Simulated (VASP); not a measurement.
Wanted: the native input for a VASP 6.6.1 run.

```yaml
Task: single point
Functional: HSE06
Potentials_or_basis: VASP PAW PBE potentials, release 64 (B, As)
Cutoff: 520 eV
k_mesh: 6 × 6 × 6
Occupations: gaussian, width 0.02 eV
Spin: no spin polarisation
Dipole_correction: no
Grid_for_exact_exchange_PRECFOCK: Normal
Further_INCAR_settings: ALGO = Normal; EDIFF = 1e-07; NBANDS = 11
Screening_parameter: 0.2079 1/Å
```

Crystal: BAs.

```
CELL_PARAMETERS angstrom
0.00000 2.40970 2.40970
2.40970 0.00000 2.40970
2.40970 2.40970 0.00000
ATOMIC_POSITIONS crystal
B 0.00000 0.00000 0.00000
As 0.25000 0.25000 0.25000
```

This cell differs from its parent crystal: volume scaled by 1.03.

The input as run:

POSCAR

```
BAs
1.0
    0.0000000000      2.4097003569      2.4097003569
    2.4097003569      0.0000000000      2.4097003569
    2.4097003569      2.4097003569      0.0000000000
B As
1 1
Direct
    0.0000000000      0.0000000000      0.0000000000
    0.2500000000      0.2500000000      0.2500000000
```

INCAR.step1

```
SYSTEM = BAs
  PREC = Accurate
  ENCUT = 520
  EDIFF = 1E-5
  ISMEAR = 0
  SIGMA = 0.02
  LREAL = .FALSE.
  LASPH = .TRUE.
  NELM = 80
  ALGO = Normal
  ISIF = 2
  LWAVE = .TRUE.
  LCHARG = .FALSE.
  GGA = PE
  NBANDS = 11
```

INCAR.step2

```
SYSTEM = BAs
  PREC = Accurate
  ENCUT = 520
  EDIFF = 1E-7
  ISMEAR = 0
  SIGMA = 0.02
  LREAL = .FALSE.
  LASPH = .TRUE.
  NELM = 80
  ALGO = Normal
  ISIF = 2
  LWAVE = .FALSE.
  LCHARG = .FALSE.
  GGA = PE
  LHFCALC = .TRUE.
  HFSCREEN = 0.2079
  PRECFOCK = Normal
  ISTART = 1
  NBANDS = 11
```

KPOINTS

```
Automatic mesh
0
G
  6 6 6
  0 0 0
```

Potentials or basis: VASP PAW PBE potentials, release 64 (B, As).

The run is started by

```sh
$ cat potpaw_PBE.64/B/POTCAR potpaw_PBE.64/As/POTCAR > POTCAR
$ cp INCAR.step1 INCAR
$ mpirun -np 1 vasp_std > vasp.out
$ cp INCAR.step2 INCAR
$ mpirun -np 1 vasp_std > vasp.out
```

Results of the run:

The pressure is -4.2 GPa and the band gap on the k mesh is 1.97 eV, indirect (least direct gap 4.08 eV).

Caveat: the PAW data sets were made with another functional, which shifts forces and pressure a little.

Wall time 9.2 min on 1 thread of Intel(R) Xeon(R) Platinum 8124M CPU @ 3.00GHz (Skylake/Cascade Lake) (shared host), peak memory 0.27 GiB.
